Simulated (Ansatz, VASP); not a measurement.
**One calculation of MgO, two programs**

The input INCAR:

```
PREC = Accurate
ENCUT = 520
EDIFF = 1E-6
ISMEAR = 0
SIGMA = 0.05
LREAL = False
LASPH = True
NELM = 80
ALGO = Normal
ISIF = 2
LWAVE = False
LCHARG = False
GGA = PE
NBANDS = 16
```

KPOINTS

```
Automatic mesh
0
Gamma
  9 9 6
```

Contents of POSCAR:

```
MgO
1.0
    3.5213164829      0.0000000000      0.0000000000
   -1.7606582415      3.0495495290      0.0000000000
    0.0000000000      0.0000000000      4.2818000000
Mg O
2 2
Direct
    0.6666666667      0.3333333333      0.7500000000
    0.3333333333      0.6666666667      0.2500000000
    0.6666666667      0.3333333333      0.2500000000
    0.3333333333      0.6666666667      0.7500000000
```

Input for Ansatz:

```yaml
crystal:
  lattice:
    - [3.5213164829, 0.0, 0.0]
    - [-1.7606582415, 3.049549529, 0.0]
    - [0.0, 0.0, 4.2818]
  atoms:
    - { symbol: Mg, position: [0.6666666667, 0.3333333333, 0.75] }
    - { symbol: Mg, position: [0.3333333333, 0.6666666667, 0.25] }
    - { symbol: O, position: [0.6666666667, 0.3333333333, 0.25] }
    - { symbol: O, position: [0.3333333333, 0.6666666667, 0.75] }
basis:
  ecutwfc: 520.0
kpoints:
  mp_grid: { grid: [9, 9, 6] }
hamiltonian:
  xc: pbe
  pseudopotentials: { kind: paw, azcp: { folder: soft_1 } }
scf:
  occupations: { method: gaussian, width: 0.05 }
output:
  forces: true
  stress: true
  eigenvalues: true
```

Alike in both runs: task single point; functional PBE; k mesh 9 × 9 × 6; occupations gaussian, width 0.05 eV; no spin polarisation.

|  | VASP | Ansatz |
| --- | --- | --- |
| version | VASP 6.6.1 | Ansatz 0.2.0 |
| potentials or method | VASP PAW PBE potentials, release 64 (Mg, O), cutoff 520 eV | scalar-relativistic, plane waves, PAW |
| valence electrons in the cell | 16 | 32 |

```csv
,VASP,Ansatz,Ansatz less VASP
gap on the k mesh at the Fermi level (eV),3.19,3.21,+0.021
least direct gap on the mesh (eV),3.19,3.21,+0.021
pressure (GPa),-1.8,-1.2,+0.57
"traceless stress, the component that is largest in VASP (GPa)",-1.08,-0.97,+0.112
```

VASP's potentials hold 16 valence electrons a cell and Ansatz's 32, so a difference there can come from the potentials and not from the codes.
